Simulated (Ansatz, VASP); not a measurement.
TiC: VASP beside Ansatz

Contents of INCAR:

```
SYSTEM = TiC
ALGO     = Normal         ! electronic algorithm
EDIFF    = 1E-7           ! SCF threshold, eV
ENCUT    = 520            ! plane-wave cutoff, eV
GGA      = PE             ! functional
ISIF     = 2              ! what is computed and relaxed
ISMEAR   = 0              ! smearing method
LASPH    = .TRUE.         ! aspherical terms in the spheres
LCHARG   = .FALSE.        ! write CHGCAR
LREAL    = .FALSE.        ! projectors in reciprocal space
LWAVE    = .FALSE.        ! write WAVECAR
NBANDS   = 15             ! bands
NELM     = 60             ! most SCF steps
PREC     = Accurate       ! precision mode
SIGMA    = 0.15           ! smearing width, eV
```

KPOINTS

```
k-points
0
G
  24 24 24
  0 0 0
```

POSCAR

```
TiC
1.0
    0.0000000000      2.1664615241      2.1664615241
    2.1664615241      0.0000000000      2.1664615241
    2.1664615241      2.1664615241      0.0000000000
Ti C
1 1
Direct
    0.0000000000      0.0000000000      0.0000000000
    0.5721222132      0.5721222132      0.4278777868
```

Input for Ansatz:

```yaml
crystal:
  lattice:
    - [0.0, 2.1664615241, 2.1664615241]
    - [2.1664615241, 0.0, 2.1664615241]
    - [2.1664615241, 2.1664615241, 0.0]
  atoms:
    - { symbol: Ti, position: [0.0, 0.0, 0.0] }
    - { symbol: C, position: [0.5721222132, 0.5721222132, 0.4278777868] }
basis:
  ecutwfc: 420
kpoints:
  mp_grid: { grid: [24, 24, 24] }
hamiltonian:
  xc: pbe
scf:
  occupations: { method: gaussian, width: 0.15 }
output:
  forces: true
  stress: true
  eigenvalues: true
```

Change from the starting cell: all C atoms moved +0.312 Å, as atom 2 along Cartesian [0 0 1].

Alike in both runs: task single point; functional PBE; k mesh 24 × 24 × 24; occupations gaussian, width 0.15 eV; no spin polarisation.

|  | VASP | Ansatz |
| --- | --- | --- |
| version | VASP 6.6.1 | Ansatz 0.2.0 |
| potentials or method | VASP PAW PBE potentials, release 64 (Ti_sv, C), cutoff 520 eV | scalar-relativistic, plane waves, PAW |
| valence electrons in the cell | 16 | 16 |

VASP gave:

| Quantity | Value |
| --- | --- |
| gap on the k mesh at the Fermi level (eV) | none |
| pressure (GPa) | 12.7 |
| traceless stress, the component that is largest in VASP (GPa) | 22.68 |
| rms of the force components (eV/Å) | 2.130 |

**Question.** Which values does Ansatz return?

**Answer.** gap on the k mesh at the Fermi level (eV): none; pressure (GPa): 12.5; traceless stress, the component that is largest in VASP (GPa): 22.42; rms of the force components (eV/Å): 2.113.

Atom by atom the forces differ by 0.016 eV/Å (rms over components). A gap of «none» marks a metal or a gap that the smearing closes. With one functional, cell and mesh, what is left measures potentials, basis and numerics.
